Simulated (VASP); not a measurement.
Set up this calculation in VASP 6.6.1, as the native input.

* Task: single point
* Functional: PBE
* Potentials or basis: VASP PAW PBE potentials, release 64 (N)
* Cutoff: 520 eV
* k mesh: 1 × 1 × 1
* Occupations: fermi-dirac, width 0.05 eV
* Spin: no spin polarisation
* Dipole correction: no
* Further INCAR settings: ALGO = Normal; EDIFF = 1e-07; NBANDS = 42

The structure of N lies in POSCAR:

```
N
1.0
    7.6766930000      0.0000000000      0.0000000000
    0.0000000000      7.6766930000      0.0000000000
    0.0000000000      0.0000000000      7.6766930000
N
12
Direct
    0.8636010324      0.7482388575      0.6009879515
    0.8222029981      0.7235407225      0.7361242660
    0.3158000457      0.5635239028      0.5787127348
    0.3904024819      0.5766415304      0.6986862702
    0.4716353774      0.8913213020      0.1553403269
    0.4823691660      0.9813470462      0.0462699238
    0.7126115373      0.2525957466      0.6967192774
    0.6992464073      0.1955399285      0.5644357538
    0.0453971521      0.8771615590      0.2164864480
   -0.0052496563      0.9205917183      0.0880587513
    0.8896929967      0.4601069758      1.1347724860
    0.7655379732      0.3864163905      1.1187890411
```

These files were run (other wordings do the same):

INCAR

```
PREC = Accurate
ENCUT = 520
EDIFF = 1E-7
ISMEAR = -1
SIGMA = 0.05
LREAL = False
LASPH = True
NELM = 60
ALGO = Normal
ISIF = 2
LWAVE = False
LCHARG = True
GGA = PE
LELF = True
LVHAR = True
NBANDS = 42
```

KPOINTS

```
regular mesh
0
Gamma
  1 1 1
```

Potentials or basis: VASP PAW PBE potentials, release 64 (N).

Run with:

```bash
$ cat potpaw_PBE.64/N/POTCAR > POTCAR
$ mpirun -np 1 vasp_gam > vasp.out
```

Results of the run:

```yaml
Pressure: 1.3 GPa
Largest_force: 4.039 eV/Å
```

Caveat: the k points lie up to 0.82 Å⁻¹ apart; the standard files for N, O and F lose accuracy on very short bonds.

It took 78 s on 1 thread of Intel Xeon 8259CL (shared host), peak memory 0.45 GiB.
